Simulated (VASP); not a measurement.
Wanted: the native input for a VASP 6.6.1 run.

- Task: single point
- Functional: PBEsol
- Potentials or basis: VASP PAW PBE potentials, release 64 (Ba_sv, O)
- Cutoff: 600 eV
- k mesh: 8 × 8 × 8
- Occupations: gaussian, width 0.05 eV
- Spin: no spin polarisation
- Dipole correction: no
- Further INCAR settings: ALGO = Normal; EDIFF = 1e-06; NBANDS = 15

The structure of BaO lies in POSCAR:

```
BaO
1.0
    0.0000000000      2.8600000000      2.8600000000
    2.8600000000      0.0000000000      2.8600000000
    2.8600000000      2.8600000000      0.0000000000
Ba O
1 1
Direct
    0.0000000000      0.0000000000      0.0000000000
    0.5000000000      0.5000000000      0.5000000000
```

This cell differs from its parent crystal: strain +0.040 along x and y, +0.040 along z.

One way to write it, as run:

INCAR

```
SYSTEM = BaO
PREC = Accurate ; ENCUT = 600
EDIFF = 1E-6 ; ISMEAR = 0
SIGMA = 0.05 ; LREAL = .FALSE.
LASPH = .TRUE. ; NELM = 120
ALGO = Normal ; ISIF = 2
LWAVE = .FALSE. ; LCHARG = .FALSE.
GGA = PS ; NBANDS = 15
GGA_COMPAT = .FALSE.
```

KPOINTS

```
Automatic mesh
0
G
  8 8 8
  0 0 0
```

Potentials or basis: VASP PAW PBE potentials, release 64 (Ba_sv, O).

Run with:

```console
$ cat potpaw_PBE.64/Ba_sv/POTCAR potpaw_PBE.64/O/POTCAR > POTCAR
$ mpirun -np 1 vasp_std > vasp.out
```

It gave:

```json
{"Pressure": "-6.1 GPa", "Band gap on the k mesh": "2.17 eV"}
```

Caveat: the cell differs from its parent crystal (strain +0.040 along x and y, +0.040 along z); the cell stands under tension; the PAW data sets were made with another functional, which shifts forces and pressure a little; spin-orbit coupling is left out, which moves the levels of the heavy elements.

It took 27 s on 1 thread of Intel Xeon 8259CL (shared host), peak memory 0.16 GiB.
